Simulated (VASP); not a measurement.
# Si (P6/mmm) in VASP: further runs

Si is run at these levels: PBE; tasks: single point.

Everything below comes from runs of VASP 6.6.1. Logs are shortened: lines on timing, memory, paths and dates and some standing lists are left out, and cuts for length are marked.

## Step 1: The cell of the first run

It takes space group P6/mmm (No. 191, hexagonal). Conventional cell: a = 3.235 Å, b = 3.235 Å, c = 1.959 Å, α = 90.00°, β = 90.00°, γ = 120.00°. Si (site symmetry 6/mmm) has 14 Si at 1.96 to 2.11 Å within 2.6 Å. Si (site symmetry -6m2) has 11 Si at 1.87 to 2.11 Å within 2.5 Å.

This isn't the form of Si at room conditions, which is diamond.

## Step 2: Single point, PBE (5.92 Å³/atom)

File POSCAR:

```
Si
1.0
    3.2345807816      0.0000000000      0.0000000000
   -1.6172903908      2.8012291274      0.0000000000
    0.0000000000      0.0000000000      1.9591685106
Si
3
Direct
    0.0000000000      0.0000000000      0.0000000000
    0.3333333333      0.6666666667      0.5000000000
    0.6666666667      0.3333333333      0.5000000000
```

File INCAR.step1:

```
PREC = Accurate
ENCUT = 520
EDIFF = 1E-6
ISMEAR = -1
SIGMA = 0.1
LREAL = F
LASPH = T
NELM = 60
ALGO = Normal
ISIF = 2
LWAVE = F
LCHARG = T
GGA = PE
NBANDS = 13
```

File KPOINTS.step1:

```
regular mesh
0
Gamma
  9 9 12
```

File INCAR.step2:

```
PREC = Accurate
ENCUT = 520
EDIFF = 1E-6
ISMEAR = -5
SIGMA = 0.1
LREAL = F
LASPH = T
NELM = 60
ALGO = Normal
ISIF = 2
LWAVE = F
LCHARG = F
GGA = PE
LORBIT = 10
NEDOS = 2001
ICHARG = 11
```

File KPOINTS.step2:

```
regular mesh
0
Gamma
  14 14 18
```

Potentials or basis: VASP PAW PBE potentials, release 64 (Si).

On the command line:

```console
$ cat potpaw_PBE.64/Si/POTCAR > POTCAR
$ cp INCAR.step1 INCAR
$ cp KPOINTS.step1 KPOINTS
$ mpirun -np 1 vasp_std > vasp.out
$ cp INCAR.step2 INCAR
$ cp KPOINTS.step2 KPOINTS
$ mpirun -np 1 vasp_std > vasp.out
```

OUTCAR:

```text
PREC = Accurate
   ENCUT = 520
   EDIFF = 1E-6
   ISMEAR = -5
   LREAL = F
   LASPH = T
   NELM = 60
   ISIF = 2
   GGA = PE
   LORBIT = 10
   ICHARG = 11

 ion  position               nearest neighbor table
   1  0.000  0.000  0.000-   2 2.11   3 2.11   2 2.11   3 2.11   2 2.11   2 2.11   3 2.11   3 2.11
                             3 2.11   3 2.11   2 2.11   2 2.11
   2  0.333  0.667  0.500-   3 1.87   3 1.87   3 1.87   1 2.11   1 2.11   1 2.11   1 2.11   1 2.11
                             1 2.11   3 2.71   3 2.71   3 2.71   3 2.71   3 2.71   3 2.71
   3  0.667  0.333  0.500-   2 1.87   2 1.87   2 1.87   1 2.11   1 2.11   1 2.11   1 2.11   1 2.11
                             1 2.11   2 2.71   2 2.71   2 2.71   2 2.71   2 2.71   2 2.71

  LATTYP: Found a hexagonal cell.
 ALAT       =     3.2345807816
 C/A-ratio  =     0.6056947230

  Lattice vectors:

 A1 = (   3.2345807816,   0.0000000000,   0.0000000000)
 A2 = (  -1.6172903908,   2.8012291274,   0.0000000000)
 A3 = (   0.0000000000,   0.0000000000,   1.9591685106)

Analysis of symmetry for initial positions (statically):
=====================================================================
 Subroutine PRICEL returns:
 Original cell was already a primitive cell.

 Routine SETGRP: Setting up the symmetry group for a
 hexagonal supercell.

 Subroutine GETGRP returns: Found 24 space group operations
 (whereof 24 operations were pure point group operations)
 out of a pool of 24 trial point group operations.

The static configuration has the point symmetry D_6h.

Analysis of symmetry for dynamics (positions and initial velocities):
=====================================================================
 Subroutine PRICEL returns:
 Original cell was already a primitive cell.

 Routine SETGRP: Setting up the symmetry group for a
 hexagonal supercell.

 Subroutine GETGRP returns: Found 24 space group operations
 (whereof 24 operations were pure point group operations)
 out of a pool of 24 trial point group operations.

The dynamic configuration has the point symmetry D_6h.

 Subroutine INISYM returns: Found 24 space group operations
 (whereof 24 operations are pure point group operations),
 and found     1 'primitive' translations

----------------------------------------------------------------------------------------

                                     Primitive cell

  volume of cell :      17.7516

  direct lattice vectors                    reciprocal lattice vectors
     3.234580782  0.000000000  0.000000000     0.309159074  0.178493075  0.000000000
    -1.617290391  2.801229127  0.000000000     0.000000000  0.356986149  0.000000000
     0.000000000  0.000000000  1.959168511     0.000000000  0.000000000  0.510420617

  length of vectors
     3.234580782  3.234580782  1.959168511     0.356986149  0.356986149  0.510420617

  position of ions in fractional coordinates (direct lattice)
     0.000000000  0.000000000  0.000000000
     0.333333333  0.666666667  0.500000000
     0.666666667  0.333333333  0.500000000

  ion indices of the primitive-cell ions
   primitive index   ion index
                 1           1
                 2           2
                 3           3

----------------------------------------------------------------------------------------

 KPOINTS: regular mesh

Automatic generation of k-mesh.
 Grid dimensions read from file:
 generate k-points for:   14   14   18

 Generating k-lattice:

  Cartesian coordinates                     Fractional coordinates (reciprocal lattice)
     0.022082791  0.012749505  0.000000000     0.071428571 -0.000000000  0.000000000
     0.000000000  0.025499011  0.000000000     0.000000000  0.071428571  0.000000000
     0.000000000  0.000000000  0.028356701     0.000000000  0.000000000  0.055555556

  Length of vectors
     0.025499011  0.025499011  0.028356701

  Shift w.r.t. Gamma in fractional coordinates (k-lattice)
     0.000000000  0.000000000  0.000000000

 TETIRR: Found   3654 inequivalent tetrahedra from    21168

 Subroutine IBZKPT returns following result:
 ===========================================

 Found    240 irreducible k-points:

 Following reciprocal coordinates:
            Coordinates               Weight
  0.000000  0.000000  0.000000      1.000000
  0.071429  0.000000  0.000000      6.000000
  0.142857 -0.000000  0.000000      6.000000
  0.214286 -0.000000  0.000000      6.000000
  0.285714  0.000000  0.000000      6.000000
  0.357143  0.000000  0.000000      6.000000
[... 16 lines left out ...]
  0.285714  0.285714  0.000000      6.000000
  0.357143  0.285714  0.000000      6.000000
 [... further k-points ...]
   k-points           NKPTS =    240   k-points in BZ     NKDIM =    240   number of bands    NBANDS=     10
   number of dos      NEDOS =   2001   number of ions     NIONS =      3
   total plane-waves  NPLWV =   9216
   dimension x,y,z NGX =    24 NGY =   24 NGZ =   16
   dimension x,y,z NGXF=    48 NGYF=   48 NGZF=   32
   ions per type =               3
   NGX,Y,Z   is equivalent  to a cutoff of  12.34, 12.34, 13.58 a.u.
   NGXF,Y,Z  is equivalent  to a cutoff of  24.67, 24.67, 27.15 a.u.
 SYSTEM =  unknown system
   PREC   = accura    normal or accurate (medium, high low for compatibility)
   ISTART =      0    job   : 0-new  1-cont  2-samecut
   ICHARG =     11    charge: 1-file 2-atom 10-const
   ISPIN  =      1    spin polarized calculation?
   LNONCOLLINEAR =      F non collinear calculations
   LSORBIT =      F    spin-orbit coupling
   LASPH  =      T    aspherical Exc in radial PAW
   ENCUT  =  520.0 eV  38.22 Ry    6.18 a.u.   6.01  6.01  3.64*2*pi/ulx,y,z
   NELM   =     60;   NELMIN=  2; NELMDL=  0     # of ELM steps
   EDIFF  = 0.1E-05   stopping-criterion for ELM
   LREAL  =      F    real-space projection
   EDIFFG = 0.1E-04   stopping-criterion for IOM
   NSW    =      0    number of steps for IOM
   IBRION =     -1    ionic relax: 0-MD 1-quasi-New 2-CG
   NFREE  =      0    steps in history (QN), initial steepest desc. (CG)
   ISIF   =      2    stress and relaxation
   ISYM   =      2    0-nonsym 1-usesym 2-fastsym
   POTIM  = 0.5000    time-step for ionic-motion
   TEBEG  =    0.0;   TEEND  =   0.0 temperature during run
   PSTRESS=    0.0 pullay stress
   NELECT =      12.0000    total number of electrons
   NUPDOWN=      -1.0000    fix difference up-down
   EMIN   =  10.00;   EMAX   =-10.00  energy-range for DOS
   EFERMI =   0.00;   METHOD = LEGACY
   ISMEAR =    -5;   SIGMA  =   0.10  broadening in eV -4-tet -1-fermi 0-gaus
   EFERMI_NEDOS =   21; number of points for ismear=-14 and -15
   IALGO  =     38    algorithm
   IMIX   =      4    mixing-type and parameters
     AMIX     =   0.40;   BMIX     =  1.00
     AMIX_MAG =   1.60;   BMIX_MAG =  1.00
  volume/ion in A,a.u.               =       5.92        39.93
  Fermi-wavevector in a.u.,A,eV,Ry     =   1.436776  2.715113 28.086856  2.064326
  Thomas-Fermi vector in A             =   2.555927
   LORBIT       =     10    0 simple, 1 ext, 2 COOP (PROOUT), +10 PAW based schemes
   GGA     = PE    functional components
   LHFCALC =     F    Hartree Fock is set to
   AEXX    =    0.0000 exact exchange contribution
   IVDW    =     0    specifies the selected vdW correction
   LEPSILON=     F    determine dielectric tensor
   LRPA    =     F    only Hartree local field effects (RPA)
 non-spin polarized calculation
 Fermi weights with tetrahedron method with Bloechl corrections
  energy-cutoff  :      520.00
  volume of cell :       17.75
 maximum number of plane-waves:       493

 number of electron      12.0000000 magnetization

 Free energy of the ion-electron system (eV)
  ---------------------------------------------------
  ext. energy  EPLUGINS =         0.00000000
  ---------------------------------------------------
  free energy    TOTEN  =         6.56056425 eV

  energy without entropy =        6.56056425  energy(sigma->0) =        6.56056425

 E-fermi :  26.7034     XC(G=0): -15.2413

 val. band max:       26.9455200381   @ k =   0.1429   0.0714   0.5000
 cond. band min:      26.4106730918   @ k =   0.1429   0.1429   0.3889
 fundamental gap:     -0.5348469464
 Fermi energy:        26.7033688975

 k-point     1 :       0.0000    0.0000    0.0000
  band No.  band energies     occupation
      1       1.7844      2.00000
      2      17.1915      2.00000
      3      17.1916      2.00000
      4      17.2278      2.00000
      5      17.2278      2.00000
      6      22.1854      2.00000
      7      23.3341      2.00000
      8      37.3351      0.00000
      9      37.5911      0.00000
     10      45.7896      0.00000

 k-point     2 :       0.0714    0.0000    0.0000
  band No.  band energies     occupation
      1       1.8773      2.00000
      2      15.7822      2.00000
      3      16.1841      2.00000
      4      17.8412      2.00000
      5      18.4001      2.00000
      6      22.7365      2.00000
      7      23.8327      2.00000
      8      37.3909      0.00000
      9      37.6122      0.00000
     10      44.6544      0.00000

 k-point     3 :       0.1429   -0.0000    0.0000
  band No.  band energies     occupation
      1       2.1553      2.00000
      2      14.0478      2.00000
      3      15.3213      2.00000
      4      17.6887      2.00000
      5      19.7576      2.00000
      6      23.9801      2.00000
      7      25.2314      2.12634
      8      37.5587      0.00000
      9      37.6317      0.00000
     10      42.2539      0.00000
[... 248 lines left out ...]
 k-point    23 :       0.2857    0.2857    0.0000
  band No.  band energies     occupation
      1       6.1305      2.00000
      2       8.5187      2.00000
      3       8.6071      2.00000
      4      22.6519      2.00000
      5      22.9255      2.00000
      6      27.1958      0.41487
      7      34.7155      0.00000
      8      34.8622      0.00000
      9      36.9914      0.00000
     10      40.0167      0.00000

 k-point    24 :       0.3571    0.2857    0.0000
  band No.  band energies     occupation
      1       7.2238      2.00000
      2       7.3145      2.00000
      3       8.4799      2.00000
      4      22.7160      2.00000
      5      24.8141      2.00000
      6      25.0515      2.24975
      7      35.6438      0.00000
      8      35.6534      0.00000
      9      36.5936      0.00000
     10      40.7125      0.00000

 [... further k-points ...]

------------------------ aborting loop because EDIFF is reached ----------------------------------------

  FORCE on cell =-STRESS in cart. coord.  units (eV):
  Direction    XX          YY          ZZ          XY          YZ          ZX
  --------------------------------------------------------------------------------------
  -------------------------------------------------------------------------------------
  Total       62.3161158     62.3161158     61.2791284     -0.0000000      0.0000000     -0.0000000
  in kB     5624.3524907   5624.3524904   5530.7589960     -0.0000000      0.0000000     -0.0000000
  external PRESSURE =    5593.1546590 kB  Pullay stress =       0.0000000 kB

 VOLUME and BASIS-vectors are now :
 -----------------------------------------------------------------------------
  energy-cutoff  :      520.00
  volume of cell :       17.75
      direct lattice vectors                 reciprocal lattice vectors
     3.234580782  0.000000000  0.000000000     0.309159074  0.178493075  0.000000000
    -1.617290391  2.801229127  0.000000000     0.000000000  0.356986149  0.000000000
     0.000000000  0.000000000  1.959168511     0.000000000  0.000000000  0.510420617

 POSITION                                       TOTAL-FORCE (eV/Angst)
 -----------------------------------------------------------------------------------
      0.00000      0.00000      0.00000         0.000000      0.000000      0.000000
     -0.00000      1.86749      0.97958         0.000000     -0.000000      0.000000
      1.61729      0.93374      0.97958         0.000000      0.000000      0.000000
 -----------------------------------------------------------------------------------
    total drift:                               -0.000000      0.000000     -0.000000

  FREE ENERGIE OF THE ION-ELECTRON SYSTEM (eV)
  ---------------------------------------------------
  free  energy   TOTEN  =         6.5605642502 eV

  energy  without entropy=        6.5605642502  energy(sigma->0) =        6.56056425

 total charge

# of ion       s       p       d       tot
------------------------------------------
    1        0.855   1.438   0.000   2.293
    2        0.923   1.601   0.000   2.524
    3        0.923   1.601   0.000   2.524
--------------------------------------------------
tot          2.700   4.640   0.000   7.340
```

Wall time 35 s (1 thread of Intel Xeon 8259CL, shared host); peak memory 0.14 GiB.

What came out:

```
Valence electrons inside the program's atomic spheres : Si 2.29, 2.52 (each value once)
```

Caveat: tetrahedron occupations give inexact forces and stress in metals.

## Step 3: Single point, PBE (14.79 Å³/atom)

This run uses another cell than the first one, of 14.79 Å³/atom.

File POSCAR:

```
Si
1.0
    4.4506851746      0.0000000000      0.0000000000
   -2.2253425873      3.8544064254      0.0000000000
    0.0000000000      0.0000000000      2.5869858561
Si
3
Direct
    0.0000000000      0.0000000000      0.0000000000
    0.3333333333      0.6666666667      0.5000000000
    0.6666666667      0.3333333333      0.5000000000
```

File INCAR.step1:

```
  PREC = Accurate
  ENCUT = 520
  EDIFF = 1E-6
  ISMEAR = -1
  SIGMA = 0.1
  LREAL = F
  LASPH = T
  NELM = 60
  ALGO = Normal
  ISIF = 2
  LWAVE = F
  LCHARG = T
  GGA = PE
  NBANDS = 13
```

KPOINTS.step1 is that of step 2.

File INCAR.step2:

```
  PREC = Accurate
  ENCUT = 520
  EDIFF = 1E-6
  ISMEAR = -5
  SIGMA = 0.1
  LREAL = F
  LASPH = T
  NELM = 60
  ALGO = Normal
  ISIF = 2
  LWAVE = F
  LCHARG = F
  GGA = PE
  LORBIT = 11
  NEDOS = 1001
  ICHARG = 11
```

KPOINTS.step2 is that of step 2.

Potentials or basis: VASP PAW PBE potentials, release 64 (Si).

On the command line:

```console
$ cat potpaw_PBE.64/Si/POTCAR > POTCAR
$ cp INCAR.step1 INCAR
$ cp KPOINTS.step1 KPOINTS
$ mpirun -np 1 vasp_std > vasp.out
$ cp INCAR.step2 INCAR
$ cp KPOINTS.step2 KPOINTS
$ mpirun -np 1 vasp_std > vasp.out
```

It took 71 s on 1 thread of Intel Xeon 8259CL, shared host; peak memory 0.21 GiB.

The run converged. Its results:

```yaml
Valence_electrons_inside_the_program's_atomic_spheres: Si 1.52, 1.57 (each value once)
```

Levels at points of the mesh, in eV from the Fermi level:
```
           k point  band 3  band 4  band 5  band 6  band 7  band 8  band 9  band 10
(0.00, 0.00, 0.00)   -5.09   -4.34   -4.34   -4.25   -4.25    5.75    7.28    10.70
(0.50, 0.00, 0.00)   -7.28   -6.61    1.80    1.97    2.39    2.73    5.53     7.39
(0.00, 0.00, 0.50)   -0.74   -0.66   -0.66   -0.63    0.22    0.85    0.86     0.96
(0.50, 0.00, 0.50)   -6.08   -5.90   -2.26   -2.22   -2.00   -0.69    5.62     5.67
```

Caveat: tetrahedron occupations give inexact forces and stress in metals.
